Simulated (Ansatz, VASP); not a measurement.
## Two plane-wave programs on Al12NO

```
Al N O
1.0
     5.71430    0.00000    0.00000
     0.00000    5.71430    0.00000
     0.00000    0.00000   22.17502
Al N O
12 1 1
Direct
  0.25000 0.25000 0.18038
  0.25000 0.75000 0.18038
  0.75000 0.25000 0.18038
  0.75000 0.75000 0.18038
  0.00000 0.00000 0.27441
  0.00000 0.50000 0.27441
  0.50000 0.00000 0.27441
  0.50000 0.50000 0.27441
  0.25000 0.25000 0.36866
  0.25000 0.75000 0.36866
  0.75000 0.25000 0.36866
  0.75000 0.75000 0.36866
  0.38371 0.50000 0.48591
  0.61629 0.50000 0.48591
```

Alike in both runs: task single point; functional PBE; k mesh 5 × 5 × 1; occupations gaussian, width 0.1 eV; collinear spin.

|  | VASP | Ansatz |
| --- | --- | --- |
| version | VASP 6.6.1 | Ansatz 0.2.0 |
| potentials or method | VASP PAW PBE potentials, release 64 (Al, N, O), cutoff 520 eV | scalar-relativistic, plane waves, PAW |
| valence electrons in the cell | 47 | 47 |

Ansatz gave:

```
gap on the k mesh at the Fermi level (eV)                     : none
rms of the force components (eV/Å)                            : 1.448
net moment per atom (μB)                                      : 0.08
size of the moment on the site where the two differ most (μB) : 0.37
```

Q: What did VASP give for the same quantities?

A: gap on the k mesh at the Fermi level (eV): none; rms of the force components (eV/Å): 1.371; net moment per atom (μB): 0.08; size of the moment on the site where the two differ most (μB): 0.55.

Site moments also hang on the region over which each program counts them. Atom by atom the forces differ by 0.077 eV/Å (rms over components). A gap of «none» marks a metal or a gap that the smearing closes.
